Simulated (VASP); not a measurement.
# MgAl15HN16 (a cell with a defect) in VASP: a series of runs

Runs on MgAl15HN16 (a cell with a defect). Level: PBE. Tasks: single point.

Program: VASP 6.6.1. These are calculated values, not measurements. Logs are shortened: lines on timing, memory, paths and dates and some standing lists are left out, and cuts for length are marked.

**1. The cell of the first run**

The cell holds a defect, 33 atoms: a = 6.260 Å, b = 6.260 Å, c = 10.035 Å, α = 90.00°, β = 90.00°, γ = 120.00°.

**2. Single point, PBE**

Input file INCAR:

```
ALGO     = Normal         # electronic algorithm
EDIFF    = 1E-6           # SCF threshold, eV
ENCUT    = 520            # plane-wave cutoff, eV
GGA      = PE             # functional
GGA_COMPAT= F            
ISIF     = 2              # what is computed and relaxed
ISMEAR   = 0              # smearing method
ISYM     = -1           
LASPH    = T              # aspherical terms in the spheres
LCHARG   = F              # write CHGCAR
LREAL    = Auto         
LWAVE    = F              # write WAVECAR
NBANDS   = 86             # bands
NELM     = 120            # most SCF steps
PREC     = Accurate       # precision mode
SIGMA    = 0.01           # smearing width, eV
```

Input file KPOINTS:

```
explicit points
1
Reciprocal
  0.25000000   0.25000000   0.25000000 1
```

Input file POSCAR:

```
MgAl15HN16
1.0
    6.2595139102      0.0000000601      0.0000000000
   -3.1297570100      5.4208980298      0.0000000000
    0.0000000000      0.0000000000     10.0348065900
Al Mg N H
15 1 16 1
Direct
    0.3298626142      0.1701843695      0.2369666096
    0.3329185744      0.1670712661      0.7535165953
    0.1644137597      0.3356419183      0.9976328415
    0.3323663586      0.6700915162      0.2497140854
    0.1533312472      0.8150029067      0.5057446209
    0.3325873501      0.6637219223      0.7516794206
    0.1642019569      0.8329431990      0.9995675418
    0.8299838604      0.1677082590      0.2496906969
    0.6850935365      0.3466955775      0.5057190026
    0.8361317738      0.1673145106      0.7516799607
    0.6670962042      0.3358726340      0.9995722725
    0.8314314480      0.6685503857      0.2493504386
    0.6628124605      0.8371846878      0.5006245237
    0.8313400879      0.6687229502      0.7524062444
    0.6649001094      0.8351515634      1.0006772518
    0.1707417653      0.3292326087      0.4980255304
    0.3502468664      0.1498238383      0.4309249095
    0.1644663309      0.3356767249      0.1891550285
    0.3317902969      0.1682308908      0.9432243675
    0.1692518290      0.3304850800      0.7000616595
    0.3382762414      0.6843104351      0.4363813213
    0.1640635833      0.8327013001      0.1882270162
    0.3316699254      0.6708189426      0.9413081602
    0.1662274613      0.8314021822      0.6924868536
    0.8156615318      0.1616565747      0.4363487769
    0.6672145682      0.3358345695      0.1882189538
    0.8291943199      0.1683717397      0.9413230370
    0.6686631839      0.3338356759      0.6924729787
    0.8296172685      0.6704142331      0.4401131674
    0.6665979348      0.8334529894      0.1892598368
    0.8302885555      0.6697183649      0.9405242430
    0.6668961913      0.8328918643      0.6910874614
    0.4442628044      0.0556823191      0.4045605921
```

Potentials or basis: VASP PAW PBE potentials, release 64 (Al, Mg, N, H).

Command:

```
$ cat potpaw_PBE.64/Al/POTCAR potpaw_PBE.64/Mg/POTCAR potpaw_PBE.64/N/POTCAR potpaw_PBE.64/H/POTCAR > POTCAR
$ mpirun -np 1 vasp_std > vasp.out
```

OUTCAR:

```text
EDIFF = 1E-6
   ENCUT = 520
   GGA = PE
   ISIF = 2
   ISMEAR = 0
   ISYM = -1
   LASPH = T
   LREAL = Auto
   NELM = 120
   PREC = Accurate

 ion  position               nearest neighbor table
   1  0.330  0.170  0.237-  18 1.86  26 1.89  22 1.89  17 1.96  33 2.09   3 3.00  11 3.00   7 3.00
                             8 3.12   4 3.12  12 3.13  12 3.13  16 3.14   4 3.14   8 3.14   9 3.31
   2  0.333  0.167  0.754-  20 1.85  19 1.90  24 1.92  28 1.92   3 3.06   7 3.06  11 3.06  16 3.11
                             6 3.11  10 3.11  14 3.13  14 3.13   5 3.13   9 3.14  10 3.15   6 3.15
   3  0.164  0.336  0.998-  19 1.90  23 1.90  27 1.90  18 1.92   1 3.00   6 3.04  10 3.04   2 3.06
                             8 3.11   4 3.11   7 3.11  11 3.11  15 3.13  15 3.13  11 3.15   7 3.15
   4  0.332  0.670  0.250-  21 1.87  22 1.90  30 1.91  18 1.91  15 3.08   7 3.09  13 3.09  16 3.10
                             3 3.11   5 3.11   8 3.11   1 3.12  12 3.13  12 3.13   1 3.14   8 3.14
   5  0.153  0.815  0.506-  21 1.85  24 1.88  29 1.88  33 1.97  17 1.97   9 2.93  14 3.03   6 3.05
                            16 3.10  12 3.11   4 3.11  13 3.12   2 3.13  13 3.14  16 3.17   1 3.31
   6  0.333  0.664  0.752-  20 1.88  23 1.90  24 1.91  32 1.91   3 3.04   5 3.05  15 3.08   7 3.09
                            13 3.09  14 3.11  10 3.11   2 3.11  16 3.13   2 3.15  10 3.15  14 3.15
   7  0.164  0.833  1.000-  23 1.88  22 1.89  19 1.90  31 1.90   1 3.00   2 3.06  14 3.07   4 3.09
                            12 3.09   6 3.09  11 3.11   3 3.11  15 3.13  15 3.13   3 3.15  11 3.15
   8  0.830  0.168  0.250-  25 1.87  26 1.90  30 1.91  18 1.91  15 3.08  11 3.09  13 3.09  16 3.10
                             3 3.11   9 3.11   4 3.11   1 3.12  12 3.13  12 3.13   1 3.14   4 3.14
   9  0.685  0.347  0.506-  25 1.85  28 1.88  29 1.88  33 1.97  17 1.97   5 2.93  14 3.03  10 3.05
                            16 3.10  12 3.11   8 3.11  13 3.12   2 3.14  13 3.14  16 3.17   1 3.31
  10  0.836  0.167  0.752-  20 1.88  27 1.90  28 1.91  32 1.91   3 3.04   9 3.05  15 3.08  11 3.09
                            13 3.09  14 3.11   6 3.11   2 3.11  16 3.13   2 3.15   6 3.15  14 3.15
  11  0.667  0.336  1.000-  27 1.88  26 1.89  19 1.90  31 1.90   1 3.00   2 3.06  14 3.07   8 3.09
                            12 3.09  10 3.09   7 3.11   3 3.11  15 3.13  15 3.13   3 3.15   7 3.15
  12  0.831  0.669  0.249-  30 1.89  22 1.90  26 1.91  29 1.91  15 3.08  11 3.09   7 3.09   9 3.11
                             5 3.11  13 3.11   4 3.13   8 3.13   8 3.13   4 3.13   1 3.13   1 3.13
  13  0.663  0.837  0.501-  25 1.87  21 1.87  29 1.91  32 1.91   4 3.09   8 3.09  10 3.09   6 3.09
                            12 3.11  14 3.12   9 3.12   5 3.12  16 3.13  16 3.13   5 3.14   9 3.14
  14  0.831  0.669  0.752-  32 1.88  31 1.89  24 1.91  28 1.91   5 3.03   9 3.03   7 3.07  11 3.07
                            15 3.08  10 3.11   6 3.11  13 3.12   2 3.13   2 3.13   6 3.15  10 3.15
  15  0.665  0.835  0.001-  31 1.89  30 1.89  27 1.90  23 1.90  14 3.08  10 3.08  12 3.08   6 3.08
                             8 3.08   4 3.08   7 3.13  11 3.13   3 3.13   3 3.13  11 3.13   7 3.13
  16  0.171  0.329  0.498-  21 2.02  25 2.02  20 2.03  17 2.06   9 3.10   5 3.10   8 3.10   4 3.10
                             2 3.11   6 3.13  10 3.13  13 3.13  13 3.13   1 3.14   5 3.17   9 3.17
  17  0.350  0.150  0.431-  33 1.05   1 1.96   9 1.97   5 1.97  16 2.06
  18  0.164  0.336  0.189-   1 1.86   4 1.91   8 1.91   3 1.92
  19  0.332  0.168  0.943-   3 1.90   7 1.90  11 1.90   2 1.90
  20  0.169  0.330  0.700-   2 1.85  10 1.88   6 1.88  16 2.03
  21  0.338  0.684  0.436-   5 1.85  13 1.87   4 1.87  16 2.02
  22  0.164  0.833  0.188-   7 1.89   1 1.89   4 1.90  12 1.90
  23  0.332  0.671  0.941-   7 1.88  15 1.90   3 1.90   6 1.90
[... 8 lines left out ...]
  32  0.667  0.833  0.691-  14 1.88   6 1.91  13 1.91  10 1.91
  33  0.444  0.056  0.405-  17 1.05   5 1.97   9 1.97   1 2.09

IMPORTANT INFORMATION: All symmetrisations will be switched off!
[... 42 lines left out ...]
   PSTRESS=    0.0 pullay stress
   NELECT =     128.0000    total number of electrons
   NUPDOWN=      -1.0000    fix difference up-down
   EMIN   =  10.00;   EMAX   =-10.00  energy-range for DOS
   EFERMI =   0.00;   METHOD = LEGACY
   ISMEAR =     0;   SIGMA  =   0.01  broadening in eV -4-tet -1-fermi 0-gaus
   EFERMI_NEDOS =   21; number of points for ismear=-14 and -15
   IALGO  =     38    algorithm
   IMIX   =      4    mixing-type and parameters
     AMIX     =   0.40;   BMIX     =  1.00
     AMIX_MAG =   1.60;   BMIX_MAG =  1.00
  volume/ion in A,a.u.               =      10.32        69.63
  Fermi-wavevector in a.u.,A,eV,Ry     =   1.181511  2.232733 18.993310  1.395969
  Thomas-Fermi vector in A             =   2.317783
   LORBIT       =      0    0 simple, 1 ext, 2 COOP (PROOUT), +10 PAW based schemes
   GGA     = PE    functional components
   LHFCALC =     F    Hartree Fock is set to
   AEXX    =    0.0000 exact exchange contribution
   IVDW    =     0    specifies the selected vdW correction
   LEPSILON=     F    determine dielectric tensor
   LRPA    =     F    only Hartree local field effects (RPA)
 non-spin polarized calculation
 Gauss-broadening in eV      SIGMA  =   0.01
  energy-cutoff  :      520.00
  volume of cell :      340.50
 maximum number of plane-waves:      9148
 NGX is ok and might be reduce to    48
   NGX = 23   NGY = 23   NGZ = 37

 number of electron     128.0000000 magnetization

 Free energy of the ion-electron system (eV)
  ---------------------------------------------------
  ext. energy  EPLUGINS =         0.00000000
  ---------------------------------------------------
  free energy    TOTEN  =      -240.11762428 eV

  energy without entropy =     -240.11762428  energy(sigma->0) =     -240.11762428

 E-fermi :   5.7760     XC(G=0): -10.8450

 val. band max:        5.7005914002   @ k =   0.2500   0.2500   0.2500
 cond. band min:      11.1458179602   @ k =   0.2500   0.2500   0.2500
 fundamental gap:      5.4452265600
 Fermi energy:         5.7759864565

 k-point     1 :       0.2500    0.2500    0.2500
  band No.  band energies     occupation
      1      -9.9152      2.00000
      2      -8.5934      2.00000
      3      -8.2419      2.00000
      4      -7.9742      2.00000
      5      -7.9397      2.00000
      6      -7.6869      2.00000
[... 68 lines left out ...]
     75      12.7538      0.00000
     76      12.8734      0.00000
 [bands above 76 left out]

------------------------ aborting loop because EDIFF is reached ----------------------------------------

  FORCE on cell =-STRESS in cart. coord.  units (eV):
  Direction    XX          YY          ZZ          XY          YZ          ZX
  --------------------------------------------------------------------------------------
  -------------------------------------------------------------------------------------
  Total        6.9908028     -0.8741335     13.4192285     -6.7999650     -0.2329751      0.9855871
  in kB       32.8940068     -4.1130834     63.1418458    -31.9960527     -1.0962236      4.6375085
  external PRESSURE =      30.6409231 kB  Pullay stress =       0.0000000 kB

 VOLUME and BASIS-vectors are now :
 -----------------------------------------------------------------------------
  energy-cutoff  :      520.00
  volume of cell :      340.50
      direct lattice vectors                 reciprocal lattice vectors
     6.259513910  0.000000060  0.000000000     0.159756813  0.092235641  0.000000000
    -3.129757010  5.420898030  0.000000000    -0.000000002  0.184471279  0.000000000
     0.000000000  0.000000000 10.034806590     0.000000000  0.000000000  0.099653141

 POSITION                                       TOTAL-FORCE (eV/Angst)
 -----------------------------------------------------------------------------------
      1.53214      0.92255      2.37791         0.013286     -0.007816     -0.014321
      1.56102      0.90568      7.56139        -0.001020      0.000660      0.011935
     -0.02133      1.81948     10.01105         0.002052     -0.001341      0.003752
     -0.01677      3.63250      2.50583        -0.005869     -0.000284      0.000803
     -1.59098      4.41805      5.07505         0.004167      0.004195      0.010793
      0.00455      3.59797      7.54296         0.000595     -0.001508      0.003379
[... 25 lines left out ...]
      1.56770      4.51502      6.93493        -0.002267      0.001147     -0.011344
      2.60660      0.30185      4.05969         0.016458     -0.009572     -0.017541
 -----------------------------------------------------------------------------------
    total drift:                                0.009449     -0.006181      0.018773

  FREE ENERGIE OF THE ION-ELECTRON SYSTEM (eV)
  ---------------------------------------------------
  free  energy   TOTEN  =      -240.1176242781 eV

  energy  without entropy=     -240.1176242781  energy(sigma->0) =     -240.11762428
```

It took 86 s on 1 thread of Intel Xeon Platinum 8259CL at 2.50GHz (Skylake/Cascade Lake), shared host; peak memory 0.43 GiB.

Results:

```
Free energy            : -240.1176 eV
Pressure               : 3.1 GPa
Largest force          : 0.043 eV/Å
Band gap on the k mesh : 5.45 eV
```

Forces on the atoms (eV/Å):
```
Al   0.013 -0.008 -0.014
Al  -0.001  0.001  0.012
Al   0.002 -0.001  0.004
Al  -0.006  0.000  0.001
Al   0.004  0.004  0.011
Al   0.001 -0.002  0.003
Al   0.001  0.003  0.002
Al  -0.002  0.005  0.001
Al  -0.002 -0.006  0.011
Al   0.002  0.000  0.003
Al  -0.002 -0.002  0.001
Al  -0.003  0.002  0.000
Al   0.006 -0.003  0.018
Al   0.001 -0.001  0.009
Al  -0.001  0.000  0.003
Mg  -0.003  0.002  0.019
N   -0.037  0.022 -0.006
N   -0.002  0.001  0.004
N    0.004 -0.002 -0.007
N   -0.003  0.002 -0.012
N    0.009  0.008 -0.003
N    0.001  0.000  0.002
N    0.002 -0.001 -0.003
N   -0.002  0.003 -0.005
N   -0.002 -0.012 -0.003
N    0.001 -0.001  0.002
N    0.002 -0.001 -0.003
N   -0.003  0.000 -0.005
N   -0.005  0.003 -0.008
N    0.008 -0.005 -0.003
N    0.002 -0.001 -0.004
N   -0.002  0.001 -0.011
H    0.016 -0.010 -0.018
```

Stress tensor (GPa, compression positive):
```
 3.29 -3.20  0.46
-3.20 -0.41 -0.11
 0.46 -0.11  6.31
```

**3. Single point, PBE**

Input file INCAR:

```
SYSTEM = MgAl15HN16
PREC = Accurate ; ENCUT = 520
EDIFF = 1E-6 ; ISMEAR = 0
SIGMA = 0.01 ; LREAL = Auto
LASPH = .TRUE. ; NELM = 120
ALGO = Normal ; ISIF = 2
LWAVE = .FALSE. ; LCHARG = .FALSE.
GGA = PE ; NBANDS = 86
GGA_COMPAT = .FALSE. ; ISYM = -1
```

KPOINTS is that of step 2.

POSCAR, as its differences from that of step 2:

```diff
@@ -2,5 +2,5 @@
 1.0
-    6.2595139102      0.0000000601      0.0000000000
-   -3.1297570100      5.4208980298      0.0000000000
-    0.0000000000      0.0000000000     10.0348065900
+    6.2595139128      0.0000000578      0.0000000000
+   -3.1297570064      5.4208980350      0.0000000000
+    0.0000000000      0.0000000000     10.0348065929
 Al Mg N H
```

Potentials or basis: VASP PAW PBE potentials, release 64 (Al, Mg, N, H).

Command:

```
$ cat potpaw_PBE.64/Al/POTCAR potpaw_PBE.64/Mg/POTCAR potpaw_PBE.64/N/POTCAR potpaw_PBE.64/H/POTCAR > POTCAR
$ mpirun -np 1 vasp_std > vasp.out
```

Wall time 84 s (1 thread of Intel Xeon Platinum 8259CL at 2.50GHz (Skylake/Cascade Lake), shared host); peak memory 0.43 GiB.

The run converged. Its results:

- Free energy: -240.1176 eV
- Pressure: 3.1 GPa
- Largest force: 0.043 eV/Å
- Band gap on the k mesh: 5.45 eV

Forces on the atoms (eV/Å):
```
Al   0.013 -0.008 -0.014
Al  -0.001  0.001  0.012
Al   0.002 -0.001  0.004
Al  -0.006  0.000  0.001
Al   0.004  0.004  0.011
Al   0.001 -0.002  0.003
Al   0.001  0.003  0.002
Al  -0.002  0.005  0.001
Al  -0.002 -0.006  0.011
Al   0.002  0.000  0.003
Al  -0.002 -0.002  0.001
Al  -0.003  0.002  0.000
Al   0.006 -0.003  0.018
Al   0.001 -0.001  0.009
Al  -0.001  0.000  0.003
Mg  -0.003  0.002  0.019
N   -0.037  0.022 -0.006
N   -0.002  0.001  0.004
N    0.004 -0.002 -0.007
N   -0.003  0.002 -0.012
N    0.009  0.008 -0.003
N    0.001  0.000  0.002
N    0.002 -0.001 -0.003
N   -0.002  0.003 -0.005
N   -0.002 -0.012 -0.003
N    0.001 -0.001  0.002
N    0.002 -0.001 -0.003
N   -0.003  0.000 -0.005
N   -0.005  0.003 -0.008
N    0.008 -0.005 -0.003
N    0.002 -0.001 -0.004
N   -0.002  0.001 -0.011
H    0.016 -0.010 -0.018
```

Stress tensor (GPa, compression positive):
```
 3.29 -3.20  0.46
-3.20 -0.41 -0.11
 0.46 -0.11  6.31
```

Levels at points of the mesh, in eV from the valence-band top:
```csv
k point,band 61,band 62,band 63,band 64,band 65,band 66,band 67,band 68
"(0.25, 0.25, 0.25)",-0.57,-0.53,-0.30,0.00,5.45,5.98,6.13,6.23
```

**4. Single point, PBE, collinear spin**

Input file INCAR:

```
SYSTEM = MgAl15HN16
PREC = Accurate
ENCUT = 520
EDIFF = 1E-6
ISMEAR = 0
SIGMA = 0.01
LREAL = Auto
LASPH = .True.
NELM = 200
ALGO = Normal
ISIF = 2
LWAVE = .False.
LCHARG = .True.
ISPIN = 2
MAGMOM = 0 0 0 0 0 0 0 0 0 0 0 0 0 0 0 0.01 0.01 0.01 0.08 0.3 0.13 0.05 0.05 0.01 0.05 0.02 0.05 0.01 0.01 0.01 0.01 0 0
LORBIT = 11
NUPDOWN = 1.0
GGA = PE
LELF = .True.
LVHAR = .True.
NELECT = 127.0
NBANDS = 90
GGA_COMPAT = .False.
ISYM = -1
```

KPOINTS is that of step 3.

Input file POSCAR:

```
MgAl15HN16
1.0
    6.2595139102      0.0000000601      0.0000000000
   -3.1297570100      5.4208980298      0.0000000000
    0.0000000000      0.0000000000     10.0348065900
Al Mg N H
15 1 16 1
Direct
    0.3310861934      0.1695657116      0.2364193021
    0.3358712867      0.1647390715      0.7524376464
    0.1629274789      0.3363899012      0.9992215693
    0.3333672086      0.6683346848      0.2481819449
    0.1526822128      0.8156934660      0.5060201748
    0.3362346421      0.6721055635      0.7519704885
    0.1615576866      0.8315849160      0.9986341934
    0.8291347912      0.1660175512      0.2493634907
    0.6853864829      0.3471297291      0.5057435909
    0.8288871523      0.1648207724      0.7517506918
    0.6670054462      0.3378866322      0.9993300246
    0.8315679250      0.6676242968      0.2489172526
    0.6659678609      0.8361658372      0.5015247449
    0.8310298287      0.6693091658      0.7530788794
    0.6649847992      0.8346740640      1.0009040941
    0.1705204094      0.3257417605      0.4931213122
    0.3511456852      0.1494415113      0.4312066169
    0.1641823875      0.3341445956      0.1902974649
    0.3290618844      0.1694666349      0.9424337981
    0.1687849216      0.3335605934      0.7035105005
    0.3404907300      0.6855571228      0.4378149476
    0.1658584524      0.8324938811      0.1880871893
    0.3307505180      0.6702722416      0.9411491998
    0.1655691927      0.8324053637      0.6924472945
    0.8137536730      0.1589086524      0.4374648386
    0.6675108134      0.3347912514      0.1879751629
    0.8292756345      0.1694141385      0.9412229015
    0.6684581545      0.3352729608      0.6923750316
    0.8306950833      0.6697338941      0.4400832923
    0.6669518766      0.8324339430      0.1893296208
    0.8294734725      0.6699366849      0.9405715735
    0.6672691702      0.8336696086      0.6913122855
    0.4461589455      0.0571117982      0.4043448813
```

Command:

```
$ cat potpaw_PBE.64/Al/POTCAR potpaw_PBE.64/Mg/POTCAR potpaw_PBE.64/N/POTCAR potpaw_PBE.64/H/POTCAR > POTCAR
$ mpirun -np 1 vasp_std > vasp.out
```

Run time: 3.7 min. Hardware: 1 thread of Intel Xeon Platinum 8259CL at 2.50GHz (Skylake/Cascade Lake), shared host; peak memory 0.59 GiB.

The run converged. Its results:

* Free energy: -245.8060 eV
* Largest force: 0.042 eV/Å
* Net moment: 1.00 μB per cell
* Site moments: Al +0.00, -0.00 (each value once); Mg +0.01; N +0.01, +0.07, +0.26, +0.11, +0.04, +0.02, +0.05, +0.00 (each value once); H -0.00 μB
* Valence electrons inside the program's atomic spheres: Al 0.81, 0.80, 0.82, 0.79 (each value once); Mg 0.44; N 3.90, 3.84, 3.82, 3.76, 3.81, 3.83, 3.85 (each value once); H 0.70

Forces in eV/Å, atoms in the order of the input:
```
Al  -0.005  0.000  0.015
Al   0.005 -0.006  0.004
Al   0.005  0.005  0.004
Al  -0.003  0.001  0.001
Al   0.001 -0.003 -0.001
Al  -0.001  0.008  0.002
Al   0.003  0.002  0.010
Al   0.007  0.006 -0.005
Al   0.000  0.004  0.007
Al  -0.005 -0.003  0.007
Al  -0.004 -0.002  0.007
Al  -0.001  0.003  0.014
Al  -0.002 -0.002  0.011
Al  -0.001  0.002  0.015
Al  -0.001 -0.001  0.000
Mg   0.010 -0.002 -0.014
N   -0.037  0.020 -0.003
N   -0.008  0.000  0.002
N   -0.003  0.001 -0.007
N   -0.005  0.001 -0.012
N    0.000 -0.011  0.007
N    0.000 -0.001 -0.008
N    0.001 -0.006 -0.004
N    0.002  0.003 -0.002
N    0.006  0.002  0.008
N    0.003 -0.002 -0.006
N    0.003 -0.003 -0.009
N    0.001 -0.002 -0.005
N   -0.003  0.001 -0.019
N   -0.002  0.001 -0.005
N   -0.002  0.000 -0.006
N    0.002  0.000 -0.010
H    0.033 -0.016  0.003
```

Caveat: the cell carries a net charge on a neutralising background, which shifts energy and pressure; the cell is charged against a uniform background, so pressure and absolute levels hang on convention; the total moment is fixed, so each spin has its own Fermi level and the state may be an excited one.
